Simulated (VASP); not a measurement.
# Cu (P6_3/mmc) in VASP: a series of runs

The runs below take Cu through single point, with LDA, r2SCAN.

Everything below comes from runs of VASP 6.6.1. Logs are shortened: lines on timing, memory, paths and dates and some standing lists are left out, and cuts for length are marked.

## (1) The cell of the first run

It takes space group P6_3/mmc (No. 194, hexagonal). The conventional cell has a = 2.482 Å, b = 2.482 Å, c = 4.029 Å, α = 90.00°, β = 90.00°, γ = 120.00°. Cu (site symmetry -6m2) has 12 Cu at 2.47 to 2.48 Å within 3.3 Å.

## (2) Single point, LDA

Contents of INCAR:

```
SYSTEM = Cu
ALGO = Fast
EDIFF = 1E-7
ENCUT = 520
GGA = CA
ISIF = 2
ISMEAR = -1
LASPH = .TRUE.
LCHARG = .FALSE.
LREAL = .FALSE.
LWAVE = .FALSE.
NBANDS = 18
NELM = 60
PREC = Accurate
SIGMA = 0.05
```

Contents of KPOINTS:

```
k-points
0
G
  12 12 7
  0 0 0
```

Contents of POSCAR:

```
Cu
1.0
    2.4823658959      0.0000000000      0.0000000000
   -1.2411829479      2.1497919273      0.0000000000
    0.0000000000      0.0000000000      4.0286174227
Cu
2
Direct
    0.6666666667      0.3333333333      0.7500000000
    0.3333333333      0.6666666667      0.2500000000
```

Potentials or basis: VASP PAW LDA potentials, release 64 (Cu).

Launch:

```
$ cat potpaw_LDA.64/Cu/POTCAR > POTCAR
$ mpirun -np 1 vasp_std > vasp.out
```

OUTCAR:

```text
SYSTEM = Cu
   EDIFF = 1E-7
   ENCUT = 520
   GGA = CA
   ISIF = 2
   ISMEAR = -1
   LASPH = .TRUE.
   LREAL = .FALSE.
   NELM = 60
   PREC = Accurate

 ion  position               nearest neighbor table
   1  0.667  0.333  0.750-   2 2.47   2 2.47   2 2.47   2 2.47   2 2.47   2 2.47
   2  0.333  0.667  0.250-   1 2.47   1 2.47   1 2.47   1 2.47   1 2.47   1 2.47

  LATTYP: Found a hexagonal cell.
 ALAT       =     2.4823658959
 C/A-ratio  =     1.6228942838

  Lattice vectors:

 A1 = (   2.4823658959,   0.0000000000,   0.0000000000)
 A2 = (  -1.2411829479,   2.1497919273,   0.0000000000)
 A3 = (   0.0000000000,   0.0000000000,   4.0286174227)

Analysis of symmetry for initial positions (statically):
=====================================================================
 Subroutine PRICEL returns:
 Original cell was already a primitive cell.

 Routine SETGRP: Setting up the symmetry group for a
 hexagonal supercell.

 Subroutine GETGRP returns: Found 24 space group operations
 (whereof 12 operations were pure point group operations)
 out of a pool of 24 trial point group operations.

The static configuration has the point symmetry D_3d.
 The point group associated with its full space group is D_6h.

Analysis of symmetry for dynamics (positions and initial velocities):
=====================================================================
 Subroutine PRICEL returns:
 Original cell was already a primitive cell.

 Routine SETGRP: Setting up the symmetry group for a
 hexagonal supercell.

 Subroutine GETGRP returns: Found 24 space group operations
 (whereof 12 operations were pure point group operations)
 out of a pool of 24 trial point group operations.

The dynamic configuration has the point symmetry D_3d.
 The point group associated with its full space group is D_6h.

 Subroutine INISYM returns: Found 24 space group operations
 (whereof 12 operations are pure point group operations),
 and found     1 'primitive' translations

----------------------------------------------------------------------------------------

                                     Primitive cell

  volume of cell :      21.4990

  direct lattice vectors                    reciprocal lattice vectors
     2.482365896  0.000000000  0.000000000     0.402841500  0.232580648  0.000000000
    -1.241182948  2.149791927  0.000000000     0.000000000  0.465161296  0.000000000
     0.000000000  0.000000000  4.028617423     0.000000000  0.000000000  0.248224116

  length of vectors
     2.482365896  2.482365896  4.028617423     0.465161296  0.465161296  0.248224116

  position of ions in fractional coordinates (direct lattice)
     0.666666667  0.333333333  0.750000000
     0.333333333  0.666666667  0.250000000

  ion indices of the primitive-cell ions
   primitive index   ion index
                 1           1
                 2           2

----------------------------------------------------------------------------------------

 KPOINTS: k-points

Automatic generation of k-mesh.
 Grid dimensions read from file:
 generate k-points for:   12   12    7

 Generating k-lattice:

  Cartesian coordinates                     Fractional coordinates (reciprocal lattice)
     0.033570125  0.019381721  0.000000000     0.083333333  0.000000000  0.000000000
     0.000000000  0.038763441  0.000000000     0.000000000  0.083333333  0.000000000
     0.000000000  0.000000000  0.035460588     0.000000000  0.000000000  0.142857143

  Length of vectors
     0.038763441  0.038763441  0.035460588

  Shift w.r.t. Gamma in fractional coordinates (k-lattice)
     0.000000000  0.000000000  0.000000000

 Subroutine IBZKPT returns following result:
 ===========================================

 Found     76 irreducible k-points:

 Following reciprocal coordinates:
            Coordinates               Weight
  0.000000  0.000000  0.000000      1.000000
  0.083333  0.000000  0.000000      6.000000
  0.166667  0.000000  0.000000      6.000000
  0.250000  0.000000  0.000000      6.000000
  0.333333  0.000000  0.000000      6.000000
  0.416667  0.000000  0.000000      6.000000
[... 16 lines left out ...]
  0.250000  0.000000  0.142857     12.000000
  0.333333  0.000000  0.142857     12.000000
 [... further k-points ...]
   k-points           NKPTS =     76   k-points in BZ     NKDIM =     76   number of bands    NBANDS=     18
   number of dos      NEDOS =    301   number of ions     NIONS =      2
   total plane-waves  NPLWV =   9720
   dimension x,y,z NGX =    18 NGY =   18 NGZ =   30
   dimension x,y,z NGXF=    36 NGYF=   36 NGZF=   60
   ions per type =               2
   NGX,Y,Z   is equivalent  to a cutoff of  12.05, 12.05, 12.38 a.u.
   NGXF,Y,Z  is equivalent  to a cutoff of  24.11, 24.11, 24.76 a.u.
 SYSTEM =  Cu
   PREC   = accura    normal or accurate (medium, high low for compatibility)
   ISTART =      0    job   : 0-new  1-cont  2-samecut
   ICHARG =      2    charge: 1-file 2-atom 10-const
   ISPIN  =      1    spin polarized calculation?
   LNONCOLLINEAR =      F non collinear calculations
   LSORBIT =      F    spin-orbit coupling
   LASPH  =      T    aspherical Exc in radial PAW
   ENCUT  =  520.0 eV  38.22 Ry    6.18 a.u.   4.62  4.62  7.49*2*pi/ulx,y,z
   NELM   =     60;   NELMIN=  2; NELMDL= -5     # of ELM steps
   EDIFF  = 0.1E-06   stopping-criterion for ELM
   LREAL  =      F    real-space projection
   EDIFFG = 0.1E-05   stopping-criterion for IOM
   NSW    =      0    number of steps for IOM
   IBRION =     -1    ionic relax: 0-MD 1-quasi-New 2-CG
   NFREE  =      0    steps in history (QN), initial steepest desc. (CG)
   ISIF   =      2    stress and relaxation
   ISYM   =      2    0-nonsym 1-usesym 2-fastsym
   POTIM  = 0.5000    time-step for ionic-motion
   TEBEG  =    0.0;   TEEND  =   0.0 temperature during run
   PSTRESS=    0.0 pullay stress
   NELECT =      22.0000    total number of electrons
   NUPDOWN=      -1.0000    fix difference up-down
   EMIN   =  10.00;   EMAX   =-10.00  energy-range for DOS
   EFERMI =   0.00;   METHOD = LEGACY
   ISMEAR =    -1;   SIGMA  =   0.05  broadening in eV -4-tet -1-fermi 0-gaus
   EFERMI_NEDOS =   21; number of points for ismear=-14 and -15
   IALGO  =     68    algorithm
   IMIX   =      4    mixing-type and parameters
     AMIX     =   0.40;   BMIX     =  1.00
     AMIX_MAG =   1.60;   BMIX_MAG =  1.00
  volume/ion in A,a.u.               =      10.75        72.54
  Fermi-wavevector in a.u.,A,eV,Ry     =   1.649718  3.117514 37.029189  2.721569
  Thomas-Fermi vector in A             =   2.738790
   LORBIT       =      0    0 simple, 1 ext, 2 COOP (PROOUT), +10 PAW based schemes
   GGA     = CA    functional components
   LHFCALC =     F    Hartree Fock is set to
   AEXX    =    0.0000 exact exchange contribution
   IVDW    =     0    specifies the selected vdW correction
   LEPSILON=     F    determine dielectric tensor
   LRPA    =     F    only Hartree local field effects (RPA)
 non-spin polarized calculation
 RMM-DIIS sequential band-by-band and
  energy-cutoff  :      520.00
  volume of cell :       21.50
 maximum number of plane-waves:       590
   NGX =  9   NGY =  9   NGZ = 15

 number of electron      21.9999988 magnetization

 Free energy of the ion-electron system (eV)
  ---------------------------------------------------
  ext. energy  EPLUGINS =         0.00000000
  ---------------------------------------------------
  free energy    TOTEN  =        -9.37864891 eV

  energy without entropy =       -9.37104795  energy(sigma->0) =       -9.37484843

 E-fermi :   8.5374     XC(G=0): -13.6615

 val. band max:        8.5235731863   @ k =   0.3333   0.1667   0.2857
 cond. band min:       8.5596408024   @ k =   0.5000   0.0000   0.0000
 fundamental gap:      0.0360676161
 Fermi energy:         8.5374433622

 k-point     1 :       0.0000    0.0000    0.0000
  band No.  band energies     occupation
      1      -1.5094      2.00000
      2       2.9112      2.00000
      3       5.2211      2.00000
      4       5.2707      2.00000
      5       5.2707      2.00000
      6       5.5189      2.00000
[... 10 lines left out ...]
     17      33.2305      0.00000
     18      33.2518      0.00000

 k-point     2 :       0.0833    0.0000    0.0000
  band No.  band energies     occupation
      1      -1.2705      2.00000
      2       3.0500      2.00000
      3       5.0677      2.00000
      4       5.3641      2.00000
      5       5.3953      2.00000
      6       5.4790      2.00000
[... 10 lines left out ...]
     17      34.0023      0.00000
     18      34.2240      0.00000

 k-point     3 :       0.1667    0.0000    0.0000
  band No.  band energies     occupation
      1      -0.5717      2.00000
      2       3.4000      2.00000
      3       4.8471      2.00000
      4       5.0530      2.00000
      5       5.3298      2.00000
      6       5.6264      2.00000
[... 10 lines left out ...]
     17      31.3346      0.00000
     18      33.4749      0.00000

 k-point     4 :       0.2500    0.0000    0.0000
  band No.  band energies     occupation
      1       0.5177      2.00000
      2       3.7156      2.00000
      3       4.4508      2.00000
      4       4.6942      2.00000
      5       5.2380      2.00000
      6       5.4559      2.00000
[... 375 lines left out ...]
      4       4.8730      2.00000
      5       5.2707      2.00000
      6       5.4936      2.00000
[... 10 lines left out ...]
     17      30.4692      0.00000
     18      32.1869      0.00000

 k-point    23 :       0.2500    0.0000    0.1429
  band No.  band energies     occupation
      1       0.6879      2.00000
      2       3.7132      2.00000
      3       4.3434      2.00000
      4       4.7273      2.00000
      5       5.1494      2.00000
      6       5.4773      2.00000
[... 10 lines left out ...]
     17      28.9591      0.00000
     18      31.3020      0.00000

 k-point    24 :       0.3333    0.0000    0.1429
  band No.  band energies     occupation
      1       1.9229      2.00000
      2       3.7150      2.00000
      3       4.0230      2.00000
      4       4.6735      2.00000
      5       5.2713      2.00000
      6       5.3563      2.00000
[... 10 lines left out ...]
     17      26.9453      0.00000
     18      29.5157      0.00000

 [... further k-points ...]
[... 5 lines left out ...]
  --------------------------------------------------------------------------------------
  -------------------------------------------------------------------------------------
  Total        0.4622878      0.4622878      0.5377421      0.0000000     -0.0000000     -0.0000000
  in kB       34.4512291     34.4512291     40.0743414      0.0000000     -0.0000000     -0.0000000
  external PRESSURE =      36.3255999 kB  Pullay stress =       0.0000000 kB

 VOLUME and BASIS-vectors are now :
 -----------------------------------------------------------------------------
  energy-cutoff  :      520.00
  volume of cell :       21.50
      direct lattice vectors                 reciprocal lattice vectors
     2.482365896  0.000000000  0.000000000     0.402841500  0.232580648  0.000000000
    -1.241182948  2.149791927  0.000000000     0.000000000  0.465161296  0.000000000
     0.000000000  0.000000000  4.028617423     0.000000000  0.000000000  0.248224116

 POSITION                                       TOTAL-FORCE (eV/Angst)
 -----------------------------------------------------------------------------------
      1.24118      0.71660      3.02146         0.000000     -0.000000      0.000000
     -0.00000      1.43319      1.00715        -0.000000      0.000000      0.000000
 -----------------------------------------------------------------------------------
    total drift:                               -0.000000      0.000000     -0.000000

  FREE ENERGIE OF THE ION-ELECTRON SYSTEM (eV)
  ---------------------------------------------------
  free  energy   TOTEN  =        -9.3786489063 eV

  energy  without entropy=       -9.3710479524  energy(sigma->0) =       -9.37484843
```

Run time: 12 s. Hardware: 1 thread of Intel Xeon 6975P-C (Granite Rapids), shared host; peak memory 0.13 GiB.

Results:

- Free energy: -9.3786 eV
- Pressure: 3.6 GPa
- Band gap on the k mesh: zero (band 11 reaches 12.78 eV, above the bottom of band 12 at 6.54 eV)

Stress tensor (GPa, compression positive):
```
3.45 0.00 0.00
0.00 3.45 0.00
0.00 0.00 4.01
```

## (3) Single point, LDA

This run uses another cell than the first one, of 10.98 Å³/atom, 1.021 times its volume.

Contents of INCAR:

```
SYSTEM = Cu
PREC = Accurate ; ENCUT = 520
EDIFF = 1E-7 ; ISMEAR = -1
SIGMA = 0.05 ; LREAL = .False.
LASPH = .True. ; NELM = 80
ALGO = Fast ; ISIF = 2
LWAVE = .False. ; LCHARG = .False.
GGA = CA ; NBANDS = 18
```

Contents of KPOINTS:

```
regular mesh
0
Gamma
  12 12 7
  0 0 0
```

Contents of POSCAR:

```
Cu
1.0
    2.4998479218      0.0000000000      0.0000000000
   -1.2499239609      2.1649318059      0.0000000000
    0.0000000000      0.0000000000      4.0569889027
Cu
2
Direct
    0.6666666667      0.3333333333      0.7500000000
    0.3333333333      0.6666666667      0.2500000000
```

Potentials or basis: VASP PAW LDA potentials, release 64 (Cu).

Launch:

```
$ cat potpaw_LDA.64/Cu/POTCAR > POTCAR
$ mpirun -np 1 vasp_std > vasp.out
```

It took 14 s on 1 thread of Intel Xeon 6975P-C (Granite Rapids), shared host; peak memory 0.13 GiB.

It converged, with:

```yaml
Free_energy: -9.3836 eV
Pressure: -0.3 GPa
Band_gap_on_the_k_mesh: zero (band 11 reaches 12.43 eV, above the bottom of band 12 at 6.28 eV)
```

Stress tensor (GPa, compression positive):
```
-0.46  0.00  0.00
 0.00 -0.46  0.00
 0.00  0.00 -0.04
```

Levels at points of the mesh, in eV from the Fermi level:
| k point | band 9 | band 10 | band 11 | band 12 | band 13 | band 14 |
| --- | --- | --- | --- | --- | --- | --- |
| (0.00, 0.00, 0.00) | -2.66 | -1.80 | -1.80 | -1.09 | 4.24 | 22.01 |
| (0.50, 0.00, 0.00) | -1.63 | -1.59 | 0.03 | 1.71 | 8.16 | 8.61 |

## (4) Single point, LDA

This run uses another cell than the first one, of 11.44 Å³/atom, 1.064 times its volume.

Contents of INCAR:

```
PREC = Accurate
ENCUT = 520
EDIFF = 1E-7
ISMEAR = -1
SIGMA = 0.05
LREAL = F
LASPH = T
NELM = 60
ALGO = Fast
ISIF = 2
LWAVE = F
LCHARG = F
NBANDS = 18
```

Contents of KPOINTS:

```
regular mesh
0
Gamma
  12 12 7
```

Contents of POSCAR:

```
Cu
1.0
    2.5340966698      0.0000000000      0.0000000000
   -1.2670483349      2.1945920917      0.0000000000
    0.0000000000      0.0000000000      4.1125710000
Cu
2
Direct
    0.6666666667      0.3333333333      0.7500000000
    0.3333333333      0.6666666667      0.2500000000
```

Launch:

```
$ cat potpaw_LDA.64/Cu/POTCAR > POTCAR
$ mpirun -np 1 vasp_std > vasp.out
```

It took 13 s on 1 thread of Intel Xeon 6975P-C (Granite Rapids), shared host; peak memory 0.14 GiB.

It converged, with:

```yaml
Free_energy: -9.3624 eV
Pressure: -7.1 GPa
Band_gap_on_the_k_mesh: zero (band 11 reaches 11.78 eV, above the bottom of band 12 at 5.79 eV)
```

Stress tensor (GPa, compression positive):
```
-7.10  0.00  0.00
 0.00 -7.10  0.00
 0.00  0.00 -6.96
```

Levels at points of the mesh, in eV from the Fermi level:
| k point | band 8 | band 9 | band 10 | band 11 | band 12 | band 13 | band 14 | band 15 |
| --- | --- | --- | --- | --- | --- | --- | --- | --- |
| (0.00, 0.00, 0.00) | -2.55 | -2.55 | -1.75 | -1.75 | -0.97 | 4.02 | 21.69 | 22.01 |
| (0.50, 0.00, 0.00) | -1.66 | -1.59 | -1.55 | 0.03 | 1.63 | 7.96 | 8.36 | 11.02 |

## (5) Single point, r2SCAN

Contents of POSCAR:

```
Cu
1.0
    2.4823658959      0.0000000000      0.0000000000
   -1.2411829479      2.1497919273      0.0000000000
    0.0000000000      0.0000000000      4.0286174227
Cu
2
Direct
    0.6666666667      0.3333333333      0.7500000000
    0.3333333333      0.6666666667      0.2500000000
```

Contents of INCAR.step1:

```
SYSTEM = Cu
PREC = Accurate
ENCUT = 520
ISMEAR = -1
SIGMA = 0.05
LREAL = .FALSE.
LASPH = .TRUE.
NELM = 80
NBANDS = 18
GGA = PE
ALGO = Normal
EDIFF = 1E-4
LWAVE = .TRUE.
LCHARG = .FALSE.
```

Contents of INCAR.step2:

```
SYSTEM = Cu
PREC = Accurate
ENCUT = 520
EDIFF = 1E-6
ISMEAR = -1
SIGMA = 0.05
LREAL = .FALSE.
LASPH = .TRUE.
NELM = 80
ALGO = Normal
ISIF = 2
LWAVE = .FALSE.
LCHARG = .TRUE.
METAGGA = R2SCAN
LMIXTAU = .TRUE.
LELF = .TRUE.
LVHAR = .TRUE.
NBANDS = 18
ISTART = 1
```

Contents of KPOINTS:

```
regular mesh
0
G
  12 12 7
  0 0 0
```

Potentials or basis: VASP PAW PBE potentials, release 64 (Cu).

Launch:

```
$ cat potpaw_PBE.64/Cu/POTCAR > POTCAR
$ cp INCAR.step1 INCAR
$ mpirun -np 1 vasp_std > vasp.out
$ cp INCAR.step2 INCAR
$ mpirun -np 1 vasp_std > vasp.out
```

Wall time 42 s (1 thread of Intel Xeon 6975P-C (Granite Rapids), shared host); peak memory 0.15 GiB.

Results (log left out):

```
Free energy            : -21.5637 eV
Pressure               : 13.0 GPa
Band gap on the k mesh : zero (band 11 reaches 13.00 eV, above the bottom of band 12 at 6.50 eV)
```

Stress tensor (GPa, compression positive):
```
12.84  0.00  0.00
 0.00 12.84  0.00
 0.00  0.00 13.26
```

Levels at points of the mesh, in eV from the Fermi level:
| k point | band 9 | band 10 | band 11 | band 12 | band 13 | band 14 |
| --- | --- | --- | --- | --- | --- | --- |
| (0.00, 0.00, 0.00) | -2.80 | -1.90 | -1.90 | -1.23 | 4.62 | 22.88 |
| (0.50, 0.00, 0.00) | -1.73 | -1.68 | 0.00 | 1.87 | 8.65 | 9.28 |

Caveat: the PAW data sets were made with another functional, which shifts forces and pressure a little.

## (6) The runs side by side

| level | potentials or basis | cell | gap on the mesh (eV) | pressure (GPa) |
| --- | --- | --- | --- | --- |
| LDA | VASP PAW LDA potentials, release 64 (Cu) | a = 2.482, b = 2.482, c = 4.029 Å, angles 90.0, 90.0, 120.0°, 2 atoms | none | 3.6 |
| LDA | VASP PAW LDA potentials, release 64 (Cu) | a = 2.500, b = 2.500, c = 4.057 Å, angles 90.0, 90.0, 120.0°, 2 atoms | none | -0.3 |
| LDA | VASP PAW LDA potentials, release 64 (Cu) | a = 2.534, b = 2.534, c = 4.113 Å, angles 90.0, 90.0, 120.0°, 2 atoms | none | -7.1 |
| r2SCAN | VASP PAW PBE potentials, release 64 (Cu) | a = 2.482, b = 2.482, c = 4.029 Å, angles 90.0, 90.0, 120.0°, 2 atoms | none | 13.0 |

Alike in all rows: task single point; no spin polarisation; k mesh 12 × 12 × 7; cutoff (eV) 520; smearing fermi-dirac 0.05 eV.

Caveats: the PAW data sets were made with another functional, which shifts forces and pressure a little (some runs).

Total energies depend on the potentials used, so only differences within one code and one set of settings carry meaning.
